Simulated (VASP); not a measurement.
Crystal: Si2Ni.

```
CELL_PARAMETERS angstrom
0.00000 2.70300 2.70300
2.70300 0.00000 2.70300
2.70300 2.70300 0.00000
ATOMIC_POSITIONS crystal
Si 0.25000 0.25000 0.25000
Si 0.75000 0.75000 0.75000
Ni 0.00000 0.00000 0.00000
```

```yaml
Program: VASP 6.6.1
Task: relaxation of cell and atoms
Functional: LDA
Potentials_or_basis: VASP PAW LDA potentials, release 64 (Si, Ni)
Cutoff: 600 eV
k_mesh: 8 × 8 × 8
Occupations: fermi-dirac, width 0.1 eV
Spin: no spin polarisation
```

At the start: pressure -4.7 GPa; volume 13.17 Å³/atom.

Where does the relaxation end?

Over 9 steps the energy falls by 5.9 meV/atom and the volume is 12.77 Å³/atom (-3.0 %); space group Fm-3m (No. 225, to 0.05 Å).

Step by step:
```csv
step,energy change (eV),largest force (eV/Å),pressure (GPa),volume (Å³)
1,0.0000,0.0000,-4.72,39.50
2,-0.0046,0.0000,4.58,37.32
3,-0.0178,0.0000,-0.07,38.30
4,-0.0178,0.0000,0.05,38.28
5,-0.0178,0.0000,0.03,38.30
6,-0.0178,0.0000,-0.11,38.34
7,-0.0178,0.0000,-0.08,38.31
8,-0.0178,0.0000,-0.05,38.30
9,-0.0178,0.0000,-0.01,38.30
```

Final structure:
```
Si Ni
1.0
     0.00000    2.67538    2.67538
     2.67538    0.00000    2.67538
     2.67538    2.67538    0.00000
Si Ni
2 1
Direct
  0.25000 0.25000 0.25000
  0.75000 0.75000 0.75000
  0.00000 0.00000 0.00000
```
